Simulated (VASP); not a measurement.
# Li4SiC2 (I4/mmm) in VASP: a series of runs

The runs below take Li4SiC2 through single point, relaxation of cell and atoms, with PBE.

All numbers are computed with VASP 6.6.1; they aren't measurements. Logs are shortened: lines on timing, memory, paths and dates and some standing lists are left out, and cuts for length are marked.

### Step 1. The cell of the first run

Symmetry: I4/mmm, No. 139, tetragonal system. The conventional cell has a = 8.655 Å, b = 8.655 Å, c = 2.691 Å, α = 90.00°, β = 90.00°, γ = 90.00°. Li (site symmetry m2m) has 4 C at 2.26 to 2.95 Å and 2 Si at 2.56 Å and 4 Li at 2.69 to 3.07 Å within 3.1 Å. Within 3.4 Å of Si (site symmetry 4/mmm) lie 8 Li at 2.56 Å and 2 Si at 2.69 Å. Within 1.8 Å of C (site symmetry -4m2) lie 2 C at 1.35 Å.

The cell was built from a structure type or drawn by symmetry, and may not be a known phase.

### Step 2. Single point, PBE

File INCAR:

```
SYSTEM = Li4SiC2
PREC = Accurate
ENCUT = 520
EDIFF = 1E-6
ISMEAR = 0
SIGMA = 0.1
LREAL = .FALSE.
LASPH = .TRUE.
NELM = 100
ALGO = Normal
ISIF = 2
LWAVE = .FALSE.
LCHARG = .FALSE.
GGA = PE
NBANDS = 21
```

File KPOINTS:

```
Automatic mesh
0
G
  14 14 14
  0 0 0
```

File POSCAR:

```
Li4SiC2
1.0
   -4.3273341670      4.3273341670      1.3454409654
    4.3273341670     -4.3273341670      1.3454409654
    4.3273341670      4.3273341670     -1.3454409654
Li Si C
4 1 2
Direct
    0.2489299203      0.5000000000      0.7489299203
    0.5000000000      0.2489299203      0.7489299203
    0.5000000000      0.7510700797      0.2510700797
    0.7510700797      0.5000000000      0.2510700797
    0.0000000000      0.0000000000      0.0000000000
    0.7500000000      0.2500000000      0.5000000000
    0.2500000000      0.7500000000      0.5000000000
```

Potentials or basis: VASP PAW PBE potentials, release 64 (Li_sv, Si, C).

Launch:

```console
> cat potpaw_PBE.64/Li_sv/POTCAR potpaw_PBE.64/Si/POTCAR potpaw_PBE.64/C/POTCAR > POTCAR
> mpirun -np 1 vasp_std > vasp.out
```

OUTCAR:

```text
SYSTEM = Li4SiC2
   PREC = Accurate
   ENCUT = 520
   EDIFF = 1E-6
   ISMEAR = 0
   LREAL = .FALSE.
   LASPH = .TRUE.
   NELM = 100
   ISIF = 2
   GGA = PE

 ion  position               nearest neighbor table
   1  0.249  0.500  0.749-   6 2.26   7 2.26   5 2.56   5 2.56
   2  0.500  0.249  0.749-   7 2.26   6 2.26   5 2.56   5 2.56
   3  0.500  0.751  0.251-   6 2.26   7 2.26   5 2.56   5 2.56
   4  0.751  0.500  0.251-   7 2.26   6 2.26   5 2.56   5 2.56
   5  0.000  0.000  0.000-   1 2.56   2 2.56   4 2.56   3 2.56   4 2.56   3 2.56   1 2.56   2 2.56

   6  0.750  0.250  0.500-   7 1.35   7 1.35   1 2.26   3 2.26   2 2.26   4 2.26
   7  0.250  0.750  0.500-   6 1.35   6 1.35   2 2.26   4 2.26   3 2.26   1 2.26

  LATTYP: Found a body centered tetragonal cell.
 ALAT       =     8.6546683340
 C/A-ratio  =     0.3109168170

  Lattice vectors:

 A1 = (  -4.3273341670,   4.3273341670,   1.3454409654)
 A2 = (   4.3273341670,  -4.3273341670,   1.3454409654)
 A3 = (   4.3273341670,   4.3273341670,  -1.3454409654)

Analysis of symmetry for initial positions (statically):
=====================================================================
 Subroutine PRICEL returns:
 Original cell was already a primitive cell.

 Routine SETGRP: Setting up the symmetry group for a
 body centered tetragonal supercell.

 Subroutine GETGRP returns: Found 16 space group operations
 (whereof 16 operations were pure point group operations)
 out of a pool of 16 trial point group operations.

The static configuration has the point symmetry D_4h.

Analysis of symmetry for dynamics (positions and initial velocities):
=====================================================================
 Subroutine PRICEL returns:
 Original cell was already a primitive cell.

 Routine SETGRP: Setting up the symmetry group for a
 body centered tetragonal supercell.

 Subroutine GETGRP returns: Found 16 space group operations
 (whereof 16 operations were pure point group operations)
 out of a pool of 16 trial point group operations.

The dynamic configuration has the point symmetry D_4h.

 Subroutine INISYM returns: Found 16 space group operations
 (whereof 16 operations are pure point group operations),
 and found     1 'primitive' translations

----------------------------------------------------------------------------------------

[... 105 lines left out ...]
   NSW    =      0    number of steps for IOM
   IBRION =     -1    ionic relax: 0-MD 1-quasi-New 2-CG
   NFREE  =      0    steps in history (QN), initial steepest desc. (CG)
   ISIF   =      2    stress and relaxation
   ISYM   =      2    0-nonsym 1-usesym 2-fastsym
   POTIM  = 0.5000    time-step for ionic-motion
   TEBEG  =    0.0;   TEEND  =   0.0 temperature during run
   PSTRESS=    0.0 pullay stress
   NELECT =      24.0000    total number of electrons
   NUPDOWN=      -1.0000    fix difference up-down
   EMIN   =  10.00;   EMAX   =-10.00  energy-range for DOS
   EFERMI =   0.00;   METHOD = LEGACY
   ISMEAR =     0;   SIGMA  =   0.10  broadening in eV -4-tet -1-fermi 0-gaus
   EFERMI_NEDOS =   21; number of points for ismear=-14 and -15
   IALGO  =     38    algorithm
   IMIX   =      4    mixing-type and parameters
     AMIX     =   0.40;   BMIX     =  1.00
     AMIX_MAG =   1.60;   BMIX_MAG =  1.00
  volume/ion in A,a.u.               =      14.40        97.15
  Fermi-wavevector in a.u.,A,eV,Ry     =   1.014745  1.917589 14.010008  1.029707
  Thomas-Fermi vector in A             =   2.147990
   LORBIT       =      0    0 simple, 1 ext, 2 COOP (PROOUT), +10 PAW based schemes
   GGA     = PE    functional components
   LHFCALC =     F    Hartree Fock is set to
   AEXX    =    0.0000 exact exchange contribution
   IVDW    =     0    specifies the selected vdW correction
   LEPSILON=     F    determine dielectric tensor
   LRPA    =     F    only Hartree local field effects (RPA)
 non-spin polarized calculation
 Gauss-broadening in eV      SIGMA  =   0.10
  energy-cutoff  :      520.00
  volume of cell :      100.78
 maximum number of plane-waves:      2745
   NGX = 23   NGY = 23   NGZ = 23

 number of electron      24.0000013 magnetization

 Free energy of the ion-electron system (eV)
  ---------------------------------------------------
  ext. energy  EPLUGINS =         0.00000000
  ---------------------------------------------------
  free energy    TOTEN  =       -30.50147265 eV

  energy without entropy =      -30.48551710  energy(sigma->0) =      -30.49349487

 E-fermi :   3.3677     XC(G=0):  -8.3479

 val. band max:        3.3598559892   @ k =   0.1429   0.1429  -0.0000
 cond. band min:       3.3680096602   @ k =   0.2143   0.1429   0.1429
 fundamental gap:      0.0081536710
 Fermi energy:         3.3677082169

 k-point     1 :       0.0000    0.0000    0.0000
  band No.  band energies     occupation
      1     -43.3574      2.00000
      2     -43.3509      2.00000
      3     -43.3509      2.00000
      4     -43.3451      2.00000
      5     -14.6952      2.00000
      6      -7.0176      2.00000
[... 565 lines left out ...]
     20      10.1995      0.00000
     21      10.5317      0.00000

 [... further k-points ...]

------------------------ aborting loop because EDIFF is reached ----------------------------------------

  FORCE on cell =-STRESS in cart. coord.  units (eV):
  Direction    XX          YY          ZZ          XY          YZ          ZX
  --------------------------------------------------------------------------------------
  -------------------------------------------------------------------------------------
  Total       -0.0514923     -0.0514923     -0.0660416      0.0000000      0.0000000      0.0000000
  in kB       -0.8186297     -0.8186297     -1.0499361      0.0000000      0.0000000      0.0000000
  external PRESSURE =      -0.8957318 kB  Pullay stress =       0.0000000 kB

 VOLUME and BASIS-vectors are now :
 -----------------------------------------------------------------------------
  energy-cutoff  :      520.00
  volume of cell :      100.78
      direct lattice vectors                 reciprocal lattice vectors
    -4.327334167  4.327334167  1.345440965     0.000000000  0.115544578  0.371625373
     4.327334167 -4.327334167  1.345440965     0.115544578  0.000000000  0.371625373
     4.327334167  4.327334167 -1.345440965     0.115544578  0.115544578  0.000000000

 POSITION                                       TOTAL-FORCE (eV/Angst)
 -----------------------------------------------------------------------------------
      4.32733      2.15441      0.00000        -0.000000     -0.001131      0.000000
      2.15441      4.32733      0.00000        -0.001131     -0.000000      0.000000
      2.17293     -0.00000      1.34544         0.001131      0.000000      0.000000
     -0.00000      2.17293      1.34544         0.000000      0.001131      0.000000
      0.00000      0.00000      0.00000        -0.000000      0.000000      0.000000
      0.00000      4.32733      0.67272        -0.000000      0.000000      0.000000
      4.32733      0.00000      0.67272        -0.000000     -0.000000     -0.000000
 -----------------------------------------------------------------------------------
    total drift:                               -0.000000      0.000000      0.000000

  FREE ENERGIE OF THE ION-ELECTRON SYSTEM (eV)
  ---------------------------------------------------
  free  energy   TOTEN  =       -30.5014726488 eV

  energy  without entropy=      -30.4855170962  energy(sigma->0) =      -30.49349487
```

It took 8.7 min on 1 thread of Intel Xeon 6975P-C (Granite Rapids), shared host; peak memory 0.63 GiB.

What came out:

```yaml
Free_energy: -30.5015 eV
Band_gap_on_the_k_mesh: zero (bands 12 and 13 overlap by 2.77 eV)
```

Caveat: the cutoff is under 1.25 times the usual one of these potentials, so pressure, stress and relaxed cells hold a basis-set (Pulay) error.

### Step 3. Single point, PBE

This run uses another cell than the first one, of 14.61 Å³/atom.

File INCAR:

```
PREC = Accurate
ENCUT = 520
EDIFF = 1E-7
ISMEAR = 0
SIGMA = 0.1
LREAL = False
LASPH = True
NELM = 100
ALGO = Normal
ISIF = 2
LWAVE = False
LCHARG = False
GGA = PE
NBANDS = 21
```

File KPOINTS:

```
regular mesh
0
Gamma
  6 6 6
```

File POSCAR:

```
Li4SiC2
1.0
   -4.3680711836      4.3680711836      1.3401949597
    4.3680711836     -4.3680711836      1.3401949597
    4.3680711836      4.3680711836     -1.3401949597
Li Si C
4 1 2
Direct
    0.2573205678      0.5000000000      0.7573205678
    0.5000000000      0.2573205678      0.7573205678
    0.5000000000      0.7426794322      0.2426794322
    0.7426794322      0.5000000000      0.2426794322
    0.0000000000      0.0000000000      0.0000000000
    0.7500000000      0.2500000000      0.5000000000
    0.2500000000      0.7500000000      0.5000000000
```

Potentials or basis: VASP PAW PBE potentials, release 64 (Li_sv, Si, C).

Launch:

```console
> cat potpaw_PBE.64/Li_sv/POTCAR potpaw_PBE.64/Si/POTCAR potpaw_PBE.64/C/POTCAR > POTCAR
> mpirun -np 1 vasp_std > vasp.out
```

It took 74 s on 1 thread of Intel Xeon 6975P-C (Granite Rapids), shared host; peak memory 0.31 GiB.

It converged, with:

| Property | Result |
| --- | --- |
| Free energy | -30.3392 eV |
| Largest force | 0.007 eV/Å |
| Band gap on the k mesh | zero (bands 12 and 13 overlap by 2.30 eV) |

Forces in eV/Å, atoms in the order of the input:
```
Li   0.000 -0.007  0.000
Li  -0.007  0.000  0.000
Li   0.007  0.000  0.000
Li   0.000  0.007  0.000
Si   0.000  0.000  0.000
C    0.000  0.000  0.000
C    0.000  0.000  0.000
```

Levels at points of the mesh, in eV from the Fermi level:
```tsv
k point	band 10	band 11	band 12	band 13	band 14	band 15
(0.00, 0.00, 0.00)	-2.53	-2.53	-1.24	-0.57	3.48	3.86
(0.50, 0.00, 0.00)	-3.50	-3.47	-3.42	-0.31	0.20	2.79
(0.50, 0.50, 0.00)	-3.28	-2.55	-0.20	1.26	2.38	3.47
(0.50, 0.50, 0.50)	-3.08	-3.08	1.54	2.18	2.18	2.70
```

Caveat: the k points lie up to 0.41 Å⁻¹ apart, too coarse for converged energies and pressures of a metal; the cutoff is under 1.25 times the usual one of these potentials, so pressure, stress and relaxed cells hold a basis-set (Pulay) error.

### Step 4. Relaxation of cell and atoms, PBE

This run uses another cell than the first one, of 14.86 Å³/atom.

File INCAR:

```
SYSTEM = Li4SiC2
PREC = Accurate
ENCUT = 600
EDIFF = 1E-6
ISMEAR = 0
SIGMA = 0.1
LREAL = .FALSE.
LASPH = .TRUE.
NELM = 100
ALGO = Normal
ISIF = 3
LWAVE = .FALSE.
LCHARG = .FALSE.
GGA = PE
IBRION = 2
NSW = 90
EDIFFG = -0.04
```

File KPOINTS:

```
regular mesh
0
G
  6 6 6
  0 0 0
```

File POSCAR:

```
Li4SiC2
1.0
   -4.4285127325      4.4285127325      1.3256320627
    4.4285127325     -4.4285127325      1.3256320627
    4.4285127325      4.4285127325     -1.3256320627
Li Si C
4 1 2
Direct
    0.2524664447      0.5000000000      0.7524664447
    0.5000000000      0.2524664447      0.7524664447
    0.5000000000      0.7475335553      0.2475335553
    0.7475335553      0.5000000000      0.2475335553
    0.0000000000      0.0000000000      0.0000000000
    0.7500000000      0.2500000000      0.5000000000
    0.2500000000      0.7500000000      0.5000000000
```

Launch:

```console
> cat potpaw_PBE.64/Li_sv/POTCAR potpaw_PBE.64/Si/POTCAR potpaw_PBE.64/C/POTCAR > POTCAR
> mpirun -np 1 vasp_std > vasp.out
```

Run time: 5.7 min. Hardware: 1 thread of Intel Xeon 6975P-C (Granite Rapids), shared host; peak memory 0.43 GiB.

The run converged. Its results:

```
Free energy                           : -30.3443 eV
Relaxed volume                        : 14.47 Å³/atom
Relaxed cell                          : a = 6.286 Å, b = 6.286 Å, c = 6.286 Å, α = 92.62°, β = 92.62°, γ = 155.33°
Space group after relaxing (to 0.1 Å) : I4/mmm (No. 139)
Energy gained by relaxing             : 6.9 meV/atom
Ionic steps                           : 5
Pressure after relaxing               : -0.1 GPa
Largest force after relaxing          : 0.014 eV/Å
Band gap on the k mesh                : zero (bands 12 and 13 overlap by 2.33 eV)
```

Forces on the atoms (eV/Å):
```
Li   0.000  0.014  0.000
Li   0.014  0.000  0.000
Li  -0.014  0.000  0.000
Li   0.000 -0.014  0.000
Si   0.000  0.000  0.000
C    0.000  0.000  0.000
C    0.000  0.000  0.000
```

Step by step:
| step | energy change (eV) | largest force (eV/Å) | pressure (GPa) | volume (Å³) |
| --- | --- | --- | --- | --- |
| 1 | 0.0000 | 0.2318 | 0.24 | 103.99 |
| 2 | -0.0296 | 0.1304 | -1.44 | 104.30 |
| 3 | -0.0297 | 0.1352 | -1.38 | 104.29 |
| 4 | -0.0445 | 0.0642 | -0.62 | 102.49 |
| 5 | -0.0481 | 0.0141 | -0.08 | 101.27 |

Final structure:
```yaml
crystal:
  lattice:
    - [-4.34216, 4.34216, 1.34283]
    - [4.34216, -4.34216, 1.34283]
    - [4.34216, 4.34216, -1.34283]
  atoms:
    - { symbol: Li, position: [0.25558, 0.50000, 0.75558] }
    - { symbol: Li, position: [0.50000, 0.25558, 0.75558] }
    - { symbol: Li, position: [0.50000, 0.74442, 0.24442] }
    - { symbol: Li, position: [0.74442, 0.50000, 0.24442] }
    - { symbol: Si, position: [0.00000, 0.00000, 0.00000] }
    - { symbol: C, position: [0.75000, 0.25000, 0.50000] }
    - { symbol: C, position: [0.25000, 0.75000, 0.50000] }
```

Levels at points of the mesh, in eV from the Fermi level:
```
           k point  band 9  band 10  band 11  band 12  band 13  band 14  band 15  band 16
(0.00, 0.00, 0.00)   -8.23    -2.53    -2.53    -1.26    -0.52     3.40     3.93     4.66
(0.50, 0.00, 0.00)   -3.66    -3.49    -3.46    -3.42    -0.32     0.22     2.79     3.10
(0.50, 0.50, 0.00)   -8.23    -3.30    -2.54    -0.18     1.32     2.46     3.57     3.73
(0.50, 0.50, 0.50)   -8.28    -3.08    -3.08     1.63     2.24     2.24     2.77     3.24
```

Caveat: the k points lie up to 0.41 Å⁻¹ apart in the final cell, too coarse for converged energies and pressures of a metal; the cutoff is under 1.25 times the usual one of these potentials, so pressure, stress and relaxed cells hold a basis-set (Pulay) error.

### Step 5. Overview

| task | cell | k mesh | cutoff (eV) | gap on the mesh (eV) | largest force (eV/Å) |
| --- | --- | --- | --- | --- | --- |
| single point | a = 6.266 Å, angles 92.6, 92.6, 155.2°, 7 atoms, atomic positions A | 14 × 14 × 14 | 520 | none | - |
| single point | a = 6.321 Å, angles 92.6, 92.6, 155.5°, 7 atoms, atomic positions B | 6 × 6 × 6 | 520 | none | 0.01 |
| relaxation of cell and atoms | relaxed from a = 6.402 Å, angles 92.5, 92.5, 156.1°, 7 atoms, atomic positions C | 6 × 6 × 6 | 600 | none | 0.01 |

Alike in all rows: level PBE; potentials or basis VASP PAW PBE potentials, release 64 (Li_sv, Si, C); no spin polarisation; smearing gaussian 0.1 eV.

Caveats: some runs use coarse meshes; the cutoff is under 1.25 times the usual one of these potentials, so pressure, stress and relaxed cells hold a basis-set (Pulay) error.

Absolute energies hang on the potentials; compare differences alone.
